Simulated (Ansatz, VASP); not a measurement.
**Two plane-wave programs on TaN**

INCAR

```
SYSTEM = TaN
  PREC = Accurate
  ENCUT = 520
  EDIFF = 1E-7
  ISMEAR = 0
  SIGMA = 0.15
  LREAL = .FALSE.
  LASPH = .TRUE.
  NELM = 80
  ALGO = Normal
  ISIF = 2
  LWAVE = .FALSE.
  LCHARG = .FALSE.
  GGA = PE
  NBANDS = 24
```

The input KPOINTS:

```
Automatic mesh
0
G
  14 14 10
  0 0 0
```

Contents of POSCAR:

```
TaN
1.0
    0.0000000000     -2.2081122572     -2.2081122572
    0.0000000000      2.2081122572     -2.2081122572
    4.4162245144      0.0000000000      0.0000000000
Ta N
2 2
Direct
    0.5000000000      0.5000000000     -0.0068336334
    0.0000000000      0.0000000000      0.5068336334
    0.5000000000      0.5000000000      0.4845569446
    0.0000000000      0.0000000000      0.0154430554
```

Input for Ansatz:

```yaml
crystal:
  lattice:
    - [0.0, -2.2081122572, -2.2081122572]
    - [0.0, 2.2081122572, -2.2081122572]
    - [4.4162245144, 0.0, 0.0]
  atoms:
    - { symbol: Ta, position: [0.5, 0.5, -0.0068336334] }
    - { symbol: Ta, position: [0.0, 0.0, 0.5068336334] }
    - { symbol: "N", position: [0.5, 0.5, 0.4845569446] }
    - { symbol: "N", position: [0.0, 0.0, 0.0154430554] }
basis:
  ecutwfc: 520.0
kpoints:
  mp_grid: { grid: [14, 14, 10] }
hamiltonian:
  xc: pbe
  pseudopotentials: { kind: paw, azcp: { folder: soft_1 } }
scf:
  occupations: { method: gaussian, width: 0.15 }
output:
  forces: true
  stress: true
  eigenvalues: true
```

Change from the starting cell: mode 1 frozen in at -0.068 Å and mode 2 at +0.000 Å (largest displacements).

Alike in both runs: task single point; functional PBE; k mesh 14 × 14 × 10; occupations gaussian, width 0.15 eV; no spin polarisation.

|  | VASP | Ansatz |
| --- | --- | --- |
| version | VASP 6.6.1 | Ansatz 0.2.0 |
| potentials or method | VASP PAW PBE potentials, release 64 (Ta_pv, N), cutoff 520 eV | scalar-relativistic, plane waves, PAW |
| valence electrons in the cell | 32 | 36 |

```tsv
	VASP	Ansatz	Ansatz less VASP
gap on the k mesh at the Fermi level (eV)	none	none	-
pressure (GPa)	1.0	0.0	-1.00
traceless stress, the component that is largest in VASP (GPa)	2.79	2.76	-0.035
rms of the force components (eV/Å)	0.418	0.413	-0.0056
```

Atom by atom the forces differ by 0.006 eV/Å (rms over components). A gap of «none» marks a metal or a gap that the smearing closes. With one functional, cell and mesh, what is left measures potentials, basis and numerics. VASP's potentials hold 32 valence electrons a cell and Ansatz's 36, so a difference there can come from the potentials and not from the codes.

Neither program's run includes spin-orbit coupling.
